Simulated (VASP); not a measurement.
Input of a VASP 6.6.1 run:

INCAR

```
ALGO     = Normal         # electronic algorithm
EDIFF    = 1E-6           # SCF threshold, eV
ENCUT    = 520            # plane-wave cutoff, eV
GGA      = PE             # functional
ISIF     = 2              # what is computed and relaxed
ISMEAR   = 0              # smearing method
LASPH    = T              # aspherical terms in the spheres
LCHARG   = F              # write CHGCAR
LREAL    = Auto         
LUSENCCL = F            
LWAVE    = F              # write WAVECAR
NBANDS   = 114            # bands
NELM     = 80             # most SCF steps
PREC     = Accurate       # precision mode
SIGMA    = 0.1            # smearing width, eV
```

The input KPOINTS:

```
k-points
0
Gamma
  4 6 6
```

POSCAR

```
Cu7Si2Ni4Pt7
1.0
    7.8074100000     -0.0045240000     -0.0305920000
    0.0013360000      5.8604630000      0.0112240000
   -0.0003990000      0.0118190000      5.7652710000
Cu Pt Ni Si
7 7 4 2
Direct
    0.6705628676      0.5819248533      0.6579269842
    0.6576014082      0.1586412993      0.4724977725
    0.9142746352      0.8631409544      0.5819447051
    0.1515465452      0.7712534860      0.2692227739
    0.1791477320      0.1611713907      0.4723179440
    0.6862867250      0.7822189328      0.2770330113
    0.1637901367      0.3701665100      0.0717445187
    0.9148761793      0.2799973768      0.7281080140
    0.9254175670      0.0820670780      0.1741648954
    0.4159532126      0.0341910555      0.1745956030
    0.4131485230      0.4987939765      0.3428755651
    0.1738646372      0.5944039839      0.6826692564
    0.6752300613      0.3868317533      0.0665471539
    0.4182756630      0.2667425524      0.7678680575
    0.1630411461      0.9810458475      0.8719200698
    0.4290883746      0.8682693233      0.5964649206
    0.6713887230      0.9654369453      0.8740594486
    0.9232754713      0.6764973848      0.9795364219
    0.4293883848      0.6763651845      0.9533815649
    0.9183690161      0.4717505733      0.3504609251
```

Potentials or basis: VASP PAW PBE potentials, release 64 (Cu, Pt, Ni, Si).

Run with:

```console
$ cat potpaw_PBE.64/Cu/POTCAR potpaw_PBE.64/Pt/POTCAR potpaw_PBE.64/Ni/POTCAR potpaw_PBE.64/Si/POTCAR > POTCAR
$ mpirun -np 1 vasp_std > vasp.out
```

Task: What does it give for the largest force?

Result: 0.250 eV/Å.

Task: Predict the band gap on the k mesh.

Result: Zero (an odd number of electrons rules out a gap without spin polarisation).

Task: What does it give for the pressure?

Result: -0.5 GPa.

Forces on the atoms (eV/Å):
```
Cu  -0.058  0.035  0.008
Cu  -0.043  0.022 -0.046
Cu   0.067 -0.028 -0.058
Cu  -0.005  0.008 -0.007
Cu   0.043  0.035 -0.034
Cu  -0.041 -0.059  0.033
Cu  -0.008 -0.043 -0.011
Pt   0.131  0.213  0.011
Pt  -0.075 -0.055  0.086
Pt   0.058 -0.125 -0.131
Pt  -0.030  0.175  0.161
Pt   0.069 -0.073 -0.061
Pt   0.052  0.016  0.079
Pt   0.048  0.204  0.016
Ni  -0.043 -0.017  0.063
Ni  -0.111 -0.133 -0.036
Ni   0.036  0.049 -0.040
Ni  -0.056 -0.108 -0.011
Si  -0.005 -0.021 -0.010
Si  -0.029 -0.095 -0.011
```

Caveat: spin-orbit coupling is left out, which moves the levels of the heavy elements. Spin polarisation is off, so any magnetic state and its effect on volume and gap are missing.
